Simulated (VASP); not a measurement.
Input of a VASP 6.6.1 run:

File INCAR:

```
PREC = Accurate ; ENCUT = 520
EDIFF = 1E-7 ; ISMEAR = 0
SIGMA = 0.15 ; LREAL = F
LASPH = T ; NELM = 60
ALGO = Fast ; ISIF = 2
LWAVE = F ; LCHARG = T
GGA = PE ; LELF = T
LVHAR = T ; NBANDS = 13
```

Contents of KPOINTS:

```
Automatic mesh
0
Gamma
  24 24 24
```

The input POSCAR:

```
W
1.0
   -1.4635426204      1.4635426204      1.9026054066
    1.4635426204     -1.4635426204      1.9026054066
    1.4635426204      1.4635426204     -1.9026054066
W
1
Direct
    0.0000000000      0.0000000000      0.0000000000
```

Potentials or basis: VASP PAW PBE potentials, release 64 (W_sv).

Run with:

```sh
$ cat potpaw_PBE.64/W_sv/POTCAR > POTCAR
$ mpirun -np 1 vasp_std > vasp.out
```

(1) Estimate the band gap on the k mesh.

(2) What does it give for the pressure?

## Answers

(1) zero (bands 7 and 8 overlap by 4.75 eV).

(2) 2.7 GPa.

Caveat: the stress differs along the axes, from -13 to 10 GPa; spin-orbit coupling is left out, which moves the levels of the heavy elements.
